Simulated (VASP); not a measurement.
Here is a VASP 6.6.1 calculation.

Contents of INCAR:

```
SYSTEM = BiTe
ALGO = Normal ; EDIFF = 1E-6
ENCUT = 520 ; GGA = PS
ISIF = 2 ; ISMEAR = 0
LASPH = .True. ; LCHARG = .False.
LREAL = .False. ; LWAVE = .False.
NBANDS = 18 ; NELM = 60
PREC = Accurate ; SIGMA = 0.05
```

KPOINTS

```
k-points
0
Gamma
  8 8 8
  0 0 0
```

Contents of POSCAR:

```
BiTe
1.0
    0.0000000000      3.2584044720      3.1945141882
    3.1945141882      0.0000000000      3.1945141882
    3.1945141882      3.2584044720      0.0000000000
Bi Te
1 1
Direct
    0.5000000000      0.5000000000      0.5000000000
    0.0000000000      0.0000000000      0.0000000000
```

Potentials or basis: VASP PAW PBE potentials, release 64 (Bi_d, Te).

Command:

```sh
$ cat potpaw_PBE.64/Bi_d/POTCAR potpaw_PBE.64/Te/POTCAR > POTCAR
$ mpirun -np 1 vasp_std > vasp.out
```

(1) What does it give for the pressure?

(2) Estimate the band gap on the k mesh.

Results:

(1) -0.9 GPa.

(2) zero (an odd number of electrons rules out a gap without spin polarisation).

Caveat: the PAW data sets were made with another functional, which shifts forces and pressure a little; spin-orbit coupling is left out, which moves the levels of the heavy elements.
